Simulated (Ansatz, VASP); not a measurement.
# RbBr in VASP and in Ansatz

Contents of INCAR:

```
PREC = Accurate
ENCUT = 600
EDIFF = 1E-6
ISMEAR = -1
SIGMA = 0.05
LREAL = False
LASPH = True
NELM = 60
ALGO = Normal
ISIF = 3
LWAVE = False
LCHARG = False
IBRION = 2
NSW = 80
EDIFFG = -0.02
```

The input KPOINTS:

```
Automatic mesh
0
Gamma
  7 7 7
```

The input POSCAR:

```
RbBr
1.0
    4.1260773000      0.0000000000      0.0000000000
    0.0000000000      4.1260773000      0.0000000000
    0.0000000000      0.0000000000      4.1260773000
Rb Br
1 1
Direct
    0.0000000000      0.0000000000      0.0000000000
    0.5000000000      0.5000000000      0.5000000000
```

The input input.yaml:

```yaml
crystal:
  lattice:
    - [4.1260773, 0.0, 0.0]
    - [0.0, 4.1260773, 0.0]
    - [0.0, 0.0, 4.1260773]
  atoms:
    - { symbol: Rb, position: [0.0, 0.0, 0.0] }
    - { symbol: Br, position: [0.5, 0.5, 0.5] }
kpoints:
  mp_grid: { grid: [7, 7, 7] }
scf:
  occupations: { method: fermi_dirac, width: 0.05 }
hamiltonian:
  xc: lda
  pseudopotentials: { kind: all_electron, lapw: { basis_error: 0.001 } }
output:
  forces: true
  stress: true
relax:
  f_tol: 0.02
  max_steps: 60
  cell: {}
```

Alike in both runs: task relaxation of cell and atoms; functional LDA; k mesh 7 × 7 × 7; occupations fermi-dirac, width 0.05 eV; no spin polarisation.

|  | VASP | Ansatz |
| --- | --- | --- |
| version | VASP 6.6.1 | Ansatz 0.2.0 |
| potentials or method | VASP PAW LDA potentials, release 64 (Rb_sv, Br), cutoff 600 eV | all-electron LAPW, scalar-relativistic |

|  | VASP | Ansatz | Ansatz less VASP |
| --- | --- | --- | --- |
| relaxed volume (Å³/atom) | 31.31 | 31.22 | -0.090 |
| relaxed length of the cell vector where the two differ most in proportion (Å) | 3.971 | 3.967 | -0.0038 |

LDA's correlation is that of Perdew and Zunger in VASP and of Perdew and Wang (1992) in Ansatz. Ansatz ran all-electron here, and VASP with PAW potentials.
